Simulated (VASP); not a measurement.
# MgO (scan) (Fm-3m) in VASP: notebook

Runs on MgO (scan). Level: r2SCAN. Tasks: single point, relaxation of cell and atoms.

Program: VASP 6.6.1. These are calculated values, not measurements. Logs are shortened: lines on timing, memory, paths and dates and some standing lists are left out, and cuts for length are marked.

**Experimental background.**

From “Electronic structure of alkaline earth and post-transition metal oxides”, 2009, arxiv:0908.1581, for a bulk crystal of MgO: band gap 7.83 eV.

How close the calculation comes is told below.

### 1 The cell of the first run

The structure is cubic, space group Fm-3m (No. 225). The conventional cell has a = 4.208 Å, b = 4.208 Å, c = 4.208 Å, α = 90.00°, β = 90.00°, γ = 90.00°. Mg (site symmetry m-3m) has 6 O at 2.10 Å within 2.8 Å. O (site symmetry m-3m) has 6 Mg at 2.10 Å within 2.8 Å.

### 2 Single point, r2SCAN

Input file POSCAR:

```
MgO
1.0
    0.0000000000      2.1037650690      2.1037650690
    2.1037650690      0.0000000000      2.1037650690
    2.1037650690      2.1037650690      0.0000000000
Mg O
1 1
Direct
    0.0000000000      0.0000000000      0.0000000000
    0.5000000000      0.5000000000      0.5000000000
```

Input file INCAR.step1:

```
PREC     = Accurate       # precision mode
ENCUT    = 520            # plane-wave cutoff, eV
ISMEAR   = 0              # smearing method
SIGMA    = 0.02           # smearing width, eV
LREAL    = False          # projectors in reciprocal space
LASPH    = True           # aspherical terms in the spheres
NELM     = 60             # most SCF steps
NBANDS   = 11             # bands
GGA      = PE             # functional
ALGO     = Normal         # electronic algorithm
EDIFF    = 1E-4           # SCF threshold, eV
LWAVE    = True           # write WAVECAR
LCHARG   = False          # write CHGCAR
```

Input file INCAR.step2:

```
PREC     = Accurate       # precision mode
ENCUT    = 520            # plane-wave cutoff, eV
EDIFF    = 1E-6           # SCF threshold, eV
ISMEAR   = 0              # smearing method
SIGMA    = 0.02           # smearing width, eV
LREAL    = False          # projectors in reciprocal space
LASPH    = True           # aspherical terms in the spheres
NELM     = 60             # most SCF steps
ALGO     = Normal         # electronic algorithm
ISIF     = 2              # what is computed and relaxed
LWAVE    = False          # write WAVECAR
LCHARG   = True           # write CHGCAR
METAGGA  = R2SCAN         # meta-GGA
LMIXTAU  = True         
LELF     = True           # ELF
LVHAR    = True         
NBANDS   = 11             # bands
ISTART   = 1
```

Input file KPOINTS:

```
regular mesh
0
Gamma
  10 10 10
```

Potentials or basis: VASP PAW PBE potentials, release 64 (Mg, O).

Started as:

```console
cat potpaw_PBE.64/Mg/POTCAR potpaw_PBE.64/O/POTCAR > POTCAR
cp INCAR.step1 INCAR
mpirun -np 1 vasp_std > vasp.out
cp INCAR.step2 INCAR
mpirun -np 1 vasp_std > vasp.out
```

OUTCAR:

```text
PREC = Accurate
   ENCUT = 520
   EDIFF = 1E-6
   ISMEAR = 0
   LREAL = False
   LASPH = True
   NELM = 60
   ISIF = 2
   METAGGA = R2SCAN
   ISTART = 1

 ion  position               nearest neighbor table
   1  0.000  0.000  0.000-   2 2.10   2 2.10   2 2.10   2 2.10   2 2.10   2 2.10
   2  0.500  0.500  0.500-   1 2.10   1 2.10   1 2.10   1 2.10   1 2.10   1 2.10

  LATTYP: Found a face centered cubic cell.
 ALAT       =     4.2075301380

  Lattice vectors:

 A1 = (   0.0000000000,   2.1037650690,   2.1037650690)
 A2 = (   2.1037650690,   0.0000000000,   2.1037650690)
 A3 = (   2.1037650690,   2.1037650690,   0.0000000000)

Analysis of symmetry for initial positions (statically):
=====================================================================
 Subroutine PRICEL returns:
 Original cell was already a primitive cell.

 Routine SETGRP: Setting up the symmetry group for a
 face centered cubic supercell.

 Subroutine GETGRP returns: Found 48 space group operations
 (whereof 48 operations were pure point group operations)
 out of a pool of 48 trial point group operations.

The static configuration has the point symmetry O_h .

Analysis of symmetry for dynamics (positions and initial velocities):
=====================================================================
 Subroutine PRICEL returns:
 Original cell was already a primitive cell.

 Routine SETGRP: Setting up the symmetry group for a
 face centered cubic supercell.

 Subroutine GETGRP returns: Found 48 space group operations
 (whereof 48 operations were pure point group operations)
 out of a pool of 48 trial point group operations.

The dynamic configuration has the point symmetry O_h .

 Subroutine INISYM returns: Found 48 space group operations
 (whereof 48 operations are pure point group operations),
 and found     1 'primitive' translations

----------------------------------------------------------------------------------------

                                     Primitive cell

  volume of cell :      18.6218

  direct lattice vectors                    reciprocal lattice vectors
     0.000000000  2.103765069  2.103765069    -0.237669124  0.237669124  0.237669124
     2.103765069  0.000000000  2.103765069     0.237669124 -0.237669124  0.237669124
     2.103765069  2.103765069  0.000000000     0.237669124  0.237669124 -0.237669124

  length of vectors
     2.975173093  2.975173093  2.975173093     0.411654997  0.411654997  0.411654997

  position of ions in fractional coordinates (direct lattice)
     0.000000000  0.000000000  0.000000000
[... 83 lines left out ...]
   NFREE  =      0    steps in history (QN), initial steepest desc. (CG)
   ISIF   =      2    stress and relaxation
   ISYM   =      2    0-nonsym 1-usesym 2-fastsym
   POTIM  = 0.5000    time-step for ionic-motion
   TEBEG  =    0.0;   TEEND  =   0.0 temperature during run
   PSTRESS=    0.0 pullay stress
   NELECT =       8.0000    total number of electrons
   NUPDOWN=      -1.0000    fix difference up-down
   EMIN   =  10.00;   EMAX   =-10.00  energy-range for DOS
   EFERMI =   0.00;   METHOD = LEGACY
   ISMEAR =     0;   SIGMA  =   0.02  broadening in eV -4-tet -1-fermi 0-gaus
   EFERMI_NEDOS =   21; number of points for ismear=-14 and -15
   IALGO  =     38    algorithm
   IMIX   =      4    mixing-type and parameters
     AMIX     =   0.40;   BMIX     =  1.00
     AMIX_MAG =   1.60;   BMIX_MAG =  1.00
  volume/ion in A,a.u.               =       9.31        62.83
  Fermi-wavevector in a.u.,A,eV,Ry     =   1.235277  2.334335 20.761246  1.525909
  Thomas-Fermi vector in A             =   2.369933
   LORBIT       =      0    0 simple, 1 ext, 2 COOP (PROOUT), +10 PAW based schemes
   METAGGA = R2SCAN    functional components
   LHFCALC =     F    Hartree Fock is set to
   AEXX    =    0.0000 exact exchange contribution
   IVDW    =     0    specifies the selected vdW correction
   LEPSILON=     F    determine dielectric tensor
   LRPA    =     F    only Hartree local field effects (RPA)
 non-spin polarized calculation
 Gauss-broadening in eV      SIGMA  =   0.02
  energy-cutoff  :      520.00
  volume of cell :       18.62
 maximum number of plane-waves:       531
 NGX is ok and might be reduce to    24
   NGX = 11   NGY = 11   NGZ = 11

 number of electron       8.0000005 magnetization

 Free energy of the ion-electron system (eV)
  ---------------------------------------------------
  ext. energy  EPLUGINS =         0.00000000
  ---------------------------------------------------
  free energy    TOTEN  =       -16.16083467 eV

  energy without entropy =      -16.16083467  energy(sigma->0) =      -16.16083467

 E-fermi :   2.9429     XC(G=0): -11.6116

 val. band max:        2.7995848814   @ k =   0.0000   0.0000   0.0000
 cond. band min:       8.4363627753   @ k =   0.0000   0.0000   0.0000
 fundamental gap:      5.6367778939
 Fermi energy:         2.9428839889

 k-point     1 :       0.0000    0.0000    0.0000
  band No.  band energies     occupation
      1     -15.4176      2.00000
      2       2.7996      2.00000
      3       2.7996      2.00000
      4       2.7996      2.00000
      5       8.4364      0.00000
      6      19.6520      0.00000
      7      19.6520      0.00000
      8      19.6520      0.00000
      9      23.8068      0.00000
     10      25.5777      0.00000
     11      25.5777      0.00000
[... 309 lines left out ...]
 k-point    24 :       0.4000    0.3000    0.0000
  band No.  band energies     occupation
      1     -14.2046      2.00000
      2      -0.7887      2.00000
      3       1.4764      2.00000
      4       1.6908      2.00000
      5      13.4102      0.00000
      6      13.9534      0.00000
      7      17.6070      0.00000
      8      22.3147      0.00000
      9      22.5376      0.00000
     10      29.1258      0.00000
     11      31.3428      0.00000

 [... further k-points ...]
[... 5 lines left out ...]
  --------------------------------------------------------------------------------------
  -------------------------------------------------------------------------------------
  Total       -0.1759728     -0.1759728     -0.1759728     -0.0000000     -0.0000000     -0.0000000
  in kB      -15.1402965    -15.1402965    -15.1402965     -0.0000000     -0.0000000     -0.0000000
  external PRESSURE =     -15.1402965 kB  Pullay stress =       0.0000000 kB

 VOLUME and BASIS-vectors are now :
 -----------------------------------------------------------------------------
  energy-cutoff  :      520.00
  volume of cell :       18.62
      direct lattice vectors                 reciprocal lattice vectors
     0.000000000  2.103765069  2.103765069    -0.237669124  0.237669124  0.237669124
     2.103765069  0.000000000  2.103765069     0.237669124 -0.237669124  0.237669124
     2.103765069  2.103765069  0.000000000     0.237669124  0.237669124 -0.237669124

 POSITION                                       TOTAL-FORCE (eV/Angst)
 -----------------------------------------------------------------------------------
      0.00000      0.00000      0.00000        -0.000000     -0.000000      0.000000
      2.10377      2.10377      2.10377         0.000000      0.000000      0.000000
 -----------------------------------------------------------------------------------
    total drift:                               -0.000000     -0.000000      0.000000

  FREE ENERGIE OF THE ION-ELECTRON SYSTEM (eV)
  ---------------------------------------------------
  free  energy   TOTEN  =       -16.1608346744 eV

  energy  without entropy=      -16.1608346744  energy(sigma->0) =      -16.16083467
```

OUTCAR.step1:

```text
PREC = Accurate
   ENCUT = 520
   ISMEAR = 0
   LREAL = False
   LASPH = True
[... 558 lines left out ...]
      0.00000      0.00000      0.00000         0.000000      0.000000     -0.000000
      2.10377      2.10377      2.10377        -0.000000     -0.000000      0.000000
 -----------------------------------------------------------------------------------
    total drift:                               -0.000000     -0.000000      0.000000

  FREE ENERGIE OF THE ION-ELECTRON SYSTEM (eV)
  ---------------------------------------------------
  free  energy   TOTEN  =       -11.9038949258 eV

  energy  without entropy=      -11.9038949258  energy(sigma->0) =      -11.90389493
```

OSZICAR.step1:

```text
N       E                     dE             d eps       ncg     rms          rms(c)
DAV:   1     0.132894589360E+02    0.13289E+02   -0.46202E+03  1170   0.648E+02
DAV:   2    -0.128649463728E+02   -0.26154E+02   -0.25536E+02  1195   0.134E+02
DAV:   3    -0.134633891485E+02   -0.59844E+00   -0.59782E+00  1229   0.175E+01
DAV:   4    -0.134648647568E+02   -0.14756E-02   -0.14756E-02  1148   0.992E-01
DAV:   5    -0.134648692626E+02   -0.45058E-05   -0.45057E-05  1146   0.554E-02    0.722E+00
DAV:   6    -0.119206558138E+02    0.15442E+01   -0.87390E+00  1079   0.163E+01    0.221E+00
DAV:   7    -0.119094297335E+02    0.11226E-01   -0.55311E-02  1121   0.210E+00    0.134E+00
DAV:   8    -0.119042840978E+02    0.51456E-02   -0.27519E-02  1085   0.186E+00    0.238E-01
DAV:   9    -0.119039045235E+02    0.37957E-03   -0.58793E-04  1157   0.168E-01    0.132E-01
DAV:  10    -0.119038949258E+02    0.95977E-05   -0.50572E-04  1103   0.165E-01
   1 F= -.11903895E+02 E0= -.11903895E+02  d E =-.275226E-39
```

Wall time 26 s (1 thread of Intel Xeon 6975P-C, shared host); peak memory 0.15 GiB.

What came out:

| Quantity | Value |
| --- | --- |
| Free energy | -16.1608 eV |
| Pressure | -1.5 GPa |
| Band gap on the k mesh | 5.64 eV, direct |

Levels at points of the mesh, in eV from the valence-band top:
```
           k point  band 1  band 2  band 3  band 4  band 5  band 6  band 7  band 8
(0.00, 0.00, 0.00)  -18.22    0.00    0.00    0.00    5.64   16.85   16.85   16.85
(0.50, 0.00, 0.00)  -16.96   -4.63   -0.68   -0.68    8.82   13.84   17.46   17.46
(0.50, 0.50, 0.00)  -16.71   -4.11   -1.38   -1.38   10.04   11.10   14.33   20.42
```

Caveat: the PAW data sets were made with another functional, which shifts forces and pressure a little.

### 3 Relaxation of cell and atoms, r2SCAN

This run uses another cell than the first one, of 9.59 Å³/atom, 1.030 times its volume.

Input file POSCAR:

```
MgO
1.0
    0.0000000000      2.1245000000      2.1245000000
    2.1245000000      0.0000000000      2.1245000000
    2.1245000000      2.1245000000      0.0000000000
Mg O
1 1
Direct
    0.0000000000      0.0000000000      0.0000000000
    0.5000000000      0.5000000000      0.5000000000
```

Input file INCAR.step1:

```
SYSTEM = MgO
ALGO = Normal
EDIFF = 1E-4
ENCUT = 600
GGA = PE
ISMEAR = 0
LASPH = .True.
LCHARG = .False.
LREAL = .False.
LWAVE = .True.
NELM = 60
PREC = Accurate
SIGMA = 0.02
```

Input file INCAR.step2:

```
SYSTEM = MgO
ALGO = Normal
EDIFF = 1E-6
EDIFFG = -0.002
ENCUT = 600
IBRION = 2
ISIF = 3
ISMEAR = 0
ISTART = 1
LASPH = .True.
LCHARG = .False.
LMIXTAU = .True.
LREAL = .False.
LWAVE = .False.
METAGGA = R2SCAN
NELM = 60
NSW = 100
PREC = Accurate
SIGMA = 0.02
```

Input file KPOINTS:

```
k-points
0
Gamma
  10 10 10
  0 0 0
```

Potentials or basis: VASP PAW PBE potentials, release 64 (Mg, O).

Started as:

```console
cat potpaw_PBE.64/Mg/POTCAR potpaw_PBE.64/O/POTCAR > POTCAR
cp INCAR.step1 INCAR
mpirun -np 1 vasp_std > vasp.out
cp INCAR.step2 INCAR
mpirun -np 1 vasp_std > vasp.out
```

OUTCAR:

```text
SYSTEM = MgO
   EDIFF = 1E-6
   EDIFFG = -0.002
   ENCUT = 600
   IBRION = 2
   ISIF = 3
   ISMEAR = 0
   ISTART = 1
   LASPH = .True.
   LREAL = .False.
   METAGGA = R2SCAN
   NELM = 60
   NSW = 100
   PREC = Accurate

 ion  position               nearest neighbor table
   1  0.000  0.000  0.000-   2 2.12   2 2.12   2 2.12   2 2.12   2 2.12   2 2.12
   2  0.500  0.500  0.500-   1 2.12   1 2.12   1 2.12   1 2.12   1 2.12   1 2.12

  LATTYP: Found a face centered cubic cell.
 ALAT       =     4.2490000000

  Lattice vectors:

 A1 = (   0.0000000000,   2.1245000000,   2.1245000000)
 A2 = (   2.1245000000,   0.0000000000,   2.1245000000)
 A3 = (   2.1245000000,   2.1245000000,   0.0000000000)

Analysis of symmetry for initial positions (statically):
=====================================================================
 Subroutine PRICEL returns:
 Original cell was already a primitive cell.

 Routine SETGRP: Setting up the symmetry group for a
 face centered cubic supercell.

 Subroutine GETGRP returns: Found 48 space group operations
 (whereof 48 operations were pure point group operations)
 out of a pool of 48 trial point group operations.

The static configuration has the point symmetry O_h .

Analysis of symmetry for dynamics (positions and initial velocities):
=====================================================================
 Subroutine PRICEL returns:
 Original cell was already a primitive cell.

 Routine SETGRP: Setting up the symmetry group for a
 face centered cubic supercell.

 Subroutine GETGRP returns: Found 48 space group operations
 (whereof 48 operations were pure point group operations)
 out of a pool of 48 trial point group operations.

The dynamic configuration has the point symmetry O_h .

 Subroutine INISYM returns: Found 48 space group operations
 (whereof 48 operations are pure point group operations),
 and found     1 'primitive' translations
[... 121 lines left out ...]
   LHFCALC =     F    Hartree Fock is set to
   AEXX    =    0.0000 exact exchange contribution
   IVDW    =     0    specifies the selected vdW correction
   LEPSILON=     F    determine dielectric tensor
   LRPA    =     F    only Hartree local field effects (RPA)
 conjugate gradient relaxation of ions
 non-spin polarized calculation
 Gauss-broadening in eV      SIGMA  =   0.02
  energy-cutoff  :      600.00
  volume of cell :       19.18
 maximum number of plane-waves:       656
   NGX = 13   NGY = 13   NGZ = 13

--------------------------------------- Ionic step        1  -------------------------------------------

 number of electron       8.0000004 magnetization

 Free energy of the ion-electron system (eV)
  ---------------------------------------------------
  ext. energy  EPLUGINS =         0.00000000
  ---------------------------------------------------
  free energy    TOTEN  =       -16.15183451 eV

  energy without entropy =      -16.15183451  energy(sigma->0) =      -16.15183451

------------------------ aborting loop because EDIFF is reached ----------------------------------------

  FORCE on cell =-STRESS in cart. coord.  units (eV):
  Direction    XX          YY          ZZ          XY          YZ          ZX
  --------------------------------------------------------------------------------------
  -------------------------------------------------------------------------------------
  Total       -0.7518858     -0.7518858     -0.7518858      0.0000000     -0.0000000      0.0000000
  in kB      -62.8148437    -62.8148437    -62.8148437      0.0000000     -0.0000000      0.0000000
  external PRESSURE =     -62.8148437 kB  Pullay stress =       0.0000000 kB
[... 59 lines left out ...]
--------------------------------------- Ionic step        3  -------------------------------------------

 number of electron       8.0000004 magnetization

 Free energy of the ion-electron system (eV)
  ---------------------------------------------------
  ext. energy  EPLUGINS =         0.00000000
  ---------------------------------------------------
  free energy    TOTEN  =       -16.16712310 eV

  energy without entropy =      -16.16712310  energy(sigma->0) =      -16.16712310

 E-fermi :   3.0571     XC(G=0): -11.6645

 val. band max:        2.8757004338   @ k =   0.0000   0.0000   0.0000
 cond. band min:       8.6249251557   @ k =   0.0000   0.0000   0.0000
 fundamental gap:      5.7492247219
 Fermi energy:         3.0570759250

 k-point     1 :       0.0000    0.0000    0.0000
  band No.  band energies     occupation
      1     -15.3947      2.00000
      2       2.8757      2.00000
      3       2.8757      2.00000
      4       2.8757      2.00000
      5       8.6249      0.00000
      6      19.7955      0.00000
      7      19.7955      0.00000
      8      19.7955      0.00000
[... 243 lines left out ...]
 k-point    24 :       0.4000    0.3000    0.0000
  band No.  band energies     occupation
      1     -14.1590      2.00000
      2      -0.7471      2.00000
      3       1.5373      2.00000
      4       1.7545      2.00000
      5      13.5873      0.00000
      6      14.0838      0.00000
      7      17.8044      0.00000
      8      22.5378      0.00000

 [... further k-points ...]
[... 5 lines left out ...]
  --------------------------------------------------------------------------------------
  -------------------------------------------------------------------------------------
  Total        0.0017512      0.0017512      0.0017512      0.0000000      0.0000000      0.0000000
  in kB        0.1522793      0.1522793      0.1522793      0.0000000      0.0000000      0.0000000
  external PRESSURE =       0.1522793 kB  Pullay stress =       0.0000000 kB
[... 17 lines left out ...]
  FREE ENERGIE OF THE ION-ELECTRON SYSTEM (eV)
  ---------------------------------------------------
  free  energy   TOTEN  =       -16.1671231002 eV

  energy  without entropy=      -16.1671231002  energy(sigma->0) =      -16.16712310

 reached required accuracy - stopping structural energy minimisation
```

It took 58 s on 1 thread of Intel Xeon 6975P-C, shared host; peak memory 0.16 GiB.

Results:

```yaml
Free_energy: -16.1671 eV
Relaxed_volume: 9.21 Å³/atom
Relaxed_cell: a = 2.965 Å, b = 2.965 Å, c = 2.965 Å, α = 60.00°, β = 60.00°, γ = 60.00°
Space_group_after_relaxing_to_0.05_Å: Fm-3m (No. 225)
Energy_gained_by_relaxing: 7.6 meV/atom
Ionic_steps: 3
Pressure_after_relaxing: 0.0 GPa
Band_gap_on_the_k_mesh: 5.75 eV, direct
```

The path:
```tsv
step	energy change (eV)	largest force (eV/Å)	pressure (GPa)	volume (Å³)
1	0.0000	0.0000	-6.28	19.18
2	-0.0131	0.0000	2.63	18.15
3	-0.0153	0.0000	0.02	18.42
```

Final structure:
```cif
data_structure
_symmetry_space_group_name_H-M 'P 1'
_symmetry_Int_Tables_number 1
_cell_length_a 2.9646
_cell_length_b 2.9646
_cell_length_c 2.9646
_cell_angle_alpha 60.000
_cell_angle_beta 60.000
_cell_angle_gamma 60.000
_cell_volume 18.42
loop_
_atom_site_label
_atom_site_type_symbol
_atom_site_fract_x
_atom_site_fract_y
_atom_site_fract_z
_atom_site_occupancy
Mg1 Mg 0.00000 0.00000 0.00000 1
O1 O 0.50000 0.50000 0.50000 1
```

Caveat: the PAW data sets were made with another functional, which shifts forces and pressure a little. r2SCAN opens gaps a little over a GGA but as a rule still falls short of measured ones.

### 4 How close it comes

Step 2. Against the measured gap of MgO, 7.83 eV (quoted in “Electronic structure of alkaline earth and post-transition metal oxides”, 2009, arxiv:0908.1581), the calculated 5.64 eV is off by -2.19 eV. The value is that of r2SCAN, without temperature or zero-point motion.
